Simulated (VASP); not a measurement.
A run of VASP 6.6.1 is set up as follows.

INCAR

```
SYSTEM = MgO
PREC = Accurate
ENCUT = 520
EDIFF = 1E-6
ISMEAR = 0
SIGMA = 0.05
LREAL = .FALSE.
LASPH = .TRUE.
NELM = 60
ALGO = Normal
ISIF = 2
LWAVE = .FALSE.
LCHARG = .FALSE.
GGA = PS
NBANDS = 11
```

File KPOINTS:

```
Automatic mesh
0
G
  14 14 14
  0 0 0
```

Contents of POSCAR:

```
MgO
1.0
    2.5233170561      0.0000000000      0.0000000000
    0.0000000000      2.5233170561      0.0000000000
    0.0000000000      0.0000000000      2.5233170561
Mg O
1 1
Direct
    0.0000000000      0.0000000000      0.0000000000
    0.5000000000      0.5000000000      0.5000000000
```

Potentials or basis: VASP PAW PBE potentials, release 64 (Mg, O).

Run with:

```bash
$ cat potpaw_PBE.64/Mg/POTCAR potpaw_PBE.64/O/POTCAR > POTCAR
$ mpirun -np 1 vasp_std > vasp.out
```

Q: What does it give for the band gap on the k mesh?

A: 3.75 eV, indirect (least direct gap 4.92 eV).

Q: Estimate the pressure.

A: 24.1 GPa.

Caveat: the PAW data sets were made with another functional, which shifts forces and pressure a little. A k mesh can miss the band edges.
